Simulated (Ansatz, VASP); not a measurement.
**YPb2IO4: VASP beside Ansatz**

Contents of POSCAR:

```
YPb2IO4
1.0
    3.8780550000      0.0000000000      0.0000000000
    0.0000000000      3.8780550000      0.0000000000
    0.0000000000      0.0000000000      9.4130690000
Pb Y I O
2 1 1 4
Direct
    0.5000000000      0.5000000000      0.7374000000
    0.5000000000      0.5000000000      0.2626000000
    0.0000000000      0.0000000000      0.0000000000
    0.0000000000      0.0000000000      0.5000000000
    0.5000000000      0.0000000000      0.8520000000
    0.0000000000      0.5000000000      0.8520000000
    0.5000000000      0.0000000000      0.1480000000
    0.0000000000      0.5000000000      0.1480000000
```

Contents of INCAR.step1:

```
SYSTEM = YPb2IO4
PREC = Accurate
ENCUT = 520
ISMEAR = -1
SIGMA = 0.1262
LREAL = .FALSE.
LASPH = .TRUE.
NELM = 80
NBANDS = 45
GGA = PE
ALGO = Normal
EDIFF = 1E-4
LWAVE = .TRUE.
LCHARG = .FALSE.
```

Contents of INCAR.step2:

```
SYSTEM = YPb2IO4
PREC = Accurate
ENCUT = 520
EDIFF = 1E-6
ISMEAR = -1
SIGMA = 0.1262
LREAL = .FALSE.
LASPH = .TRUE.
NELM = 80
ALGO = Normal
ISIF = 2
LWAVE = .FALSE.
LCHARG = .TRUE.
METAGGA = R2SCAN
LMIXTAU = .TRUE.
LELF = .TRUE.
LVHAR = .TRUE.
NBANDS = 45
ISTART = 1
```

Contents of KPOINTS:

```
Automatic mesh
0
G
  9 9 4
  0 0 0
```

Input for Ansatz:

```yaml
crystal:
  lattice:
    - [3.878055, 0.0, 0.0]
    - [0.0, 3.878055, 0.0]
    - [0.0, 0.0, 9.413069]
  atoms:
    - { symbol: Pb, position: [0.5, 0.5, 0.7374] }
    - { symbol: Pb, position: [0.5, 0.5, 0.2626] }
    - { symbol: "Y", position: [0.0, 0.0, 0.0] }
    - { symbol: I, position: [0.0, 0.0, 0.5] }
    - { symbol: O, position: [0.5, 0.0, 0.852] }
    - { symbol: O, position: [0.0, 0.5, 0.852] }
    - { symbol: O, position: [0.5, 0.0, 0.148] }
    - { symbol: O, position: [0.0, 0.5, 0.148] }
  symmetry: { tolerance: 0.0003 }
kpoints:
  mp_grid: { grid: [9, 9, 4], shift: [0, 0, 0] }
  band_path:
    path:
      - [0.0, 0.0, 0.0]
      - [0.0, 0.5, 0.0]
      - [0.5, 0.5, 0.0]
      - [0.0, 0.0, 0.0]
      - [0.0, 0.0, 0.5]
      - [0.0, 0.5, 0.5]
      - [0.5, 0.5, 0.5]
      - [0.0, 0.0, 0.5]
      - [0.0, 0.5, 0.0]
      - [0.0, 0.5, 0.5]
      - [0.5, 0.5, 0.0]
    npoints: 6
magnetization:
  spin_polarized: false
scf:
  occupations: { method: fermi_dirac, width: 0.1262 }
  lower_state_search: "off"
  max_iter: 200
hamiltonian:
  pseudopotentials: { kind: paw }
  xc: r2scan
basis:
  ecutwfc: 500
  fft_grid_basis: typed
output:
  forces: true
  stress: true
  eigenvalues: true
  bader: true
  populations: true
  elf: true
  write_potential: true
  volumetric_format: npy
  dos:
    e_range: [-12, 8]
    de: 0.05
    projected: { site_lists: { I: [I], O: [O], Pb: [Pb], "Y": ["Y"] } }
checkpoint:
  read: saved_state
```

Alike in both runs: task single point; functional r2SCAN; k mesh 9 × 9 × 4; occupations fermi-dirac, width 0.1262 eV; no spin polarisation.

```csv
,VASP,Ansatz
version,VASP 6.6.1,Ansatz 0.2.0
potentials or method,"VASP PAW PBE potentials, release 64 (Pb_d, Y_sv, I, O), cutoff 520 eV",PAW plane waves
valence electrons in the cell,70,80
```

```tsv
	VASP	Ansatz	Ansatz less VASP
pressure (GPa)	2.9	2.5	-0.42
traceless stress, the component that is largest in VASP (GPa)	-2.87	-2.71	+0.159
rms of the force components (eV/Å)	0.235	0.207	-0.0274
```

VASP's potentials were made for PBE, not for r2SCAN. Atom by atom the forces differ by 0.038 eV/Å (rms over components). With one functional, cell and mesh, what is left measures potentials, basis and numerics. VASP's potentials hold 70 valence electrons a cell and Ansatz's 80, so a difference there can come from the potentials and not from the codes.

Neither program's run includes spin-orbit coupling.
